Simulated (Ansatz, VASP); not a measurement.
**SiC3: VASP beside Ansatz**

```
C Si
1.0
     1.41543    0.81720    4.67007
    -1.41543    0.81720    4.67007
     0.00000   -1.63440    4.67007
C Si
3 1
Cartesian
  1.4154 0.8172 4.7855
  0.0000 0.0000 6.8504
  0.0000 0.0000 5.3123
  0.0000 0.0000 12.2397
```

Alike in both runs: task single point; functional PBEsol; k mesh 6 × 6 × 6; no spin polarisation.

|  | VASP | Ansatz |
| --- | --- | --- |
| version | VASP 6.6.1 | Ansatz 0.2.0 |
| potentials or method | VASP PAW PBE potentials, release 64 (C, Si) | plane waves, PAW |
| plane-wave cutoff (eV) | 600 | 420 |
| occupations | gaussian, width 0.01 eV | fixed |
| valence electrons in the cell | 16 | 16 |

Ansatz gave:

- gap on the k mesh at the Fermi level (eV): 1.46

Question: What did VASP give for the same quantities?

Answer: gap on the k mesh at the Fermi level (eV): 1.45.

VASP's potentials were made for PBE, not for PBEsol.

The k mesh is coarse, so the values compare programs but aren't converged.
